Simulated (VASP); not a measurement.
Write the native input for VASP 6.6.1 that does the following.

```yaml
Task: single point
Functional: PBE
Potentials_or_basis: VASP PAW PBE potentials, release 64 (Si, C)
Cutoff: 520 eV
k_mesh: 6 × 6 × 4
Occupations: gaussian, width 0.1 eV
Spin: no spin polarisation
Dipole_correction: no
Further_INCAR_settings: ALGO = Normal; EDIFF = 1e-07; NBANDS = 16
```

The structure of SiC lies in POSCAR:

```
SiC
1.0
    1.5461051616     -2.6768991983      0.0000000000
    1.5461051616      2.6768991983      0.0000000000
    0.0000000000      0.0000000000      5.0726468946
Si C
2 2
Direct
    0.3333099087      0.6666900913      0.0045346401
    0.6666900913      0.3333099087      0.5045346401
    0.3333315093      0.6666684907      0.3804653499
    0.6666684907      0.3333315093      0.8804653499
```

These files were run (other wordings do the same):

INCAR

```
SYSTEM = SiC
PREC     = Accurate       ! precision mode
ENCUT    = 520            ! plane-wave cutoff, eV
EDIFF    = 1E-7           ! SCF threshold, eV
ISMEAR   = 0              ! smearing method
SIGMA    = 0.1            ! smearing width, eV
LREAL    = .FALSE.        ! projectors in reciprocal space
LASPH    = .TRUE.         ! aspherical terms in the spheres
NELM     = 60             ! most SCF steps
ALGO     = Normal         ! electronic algorithm
ISIF     = 2              ! what is computed and relaxed
LWAVE    = .FALSE.        ! write WAVECAR
LCHARG   = .FALSE.        ! write CHGCAR
GGA      = PE             ! functional
NBANDS   = 16             ! bands
```

KPOINTS

```
Automatic mesh
0
G
  6 6 4
  0 0 0
```

Potentials or basis: VASP PAW PBE potentials, release 64 (Si, C).

Command:

```sh
$ cat potpaw_PBE.64/Si/POTCAR potpaw_PBE.64/C/POTCAR > POTCAR
$ mpirun -np 1 vasp_std > vasp.out
```

Results of the run:

The pressure is 0.1 GPa and the band gap on the k mesh is 2.30 eV, indirect (least direct gap 3.94 eV).

Wall time 20 s on 1 thread of Intel(R) Xeon(R) Platinum 8488C (Sapphire Rapids) (shared host), peak memory 0.15 GiB.
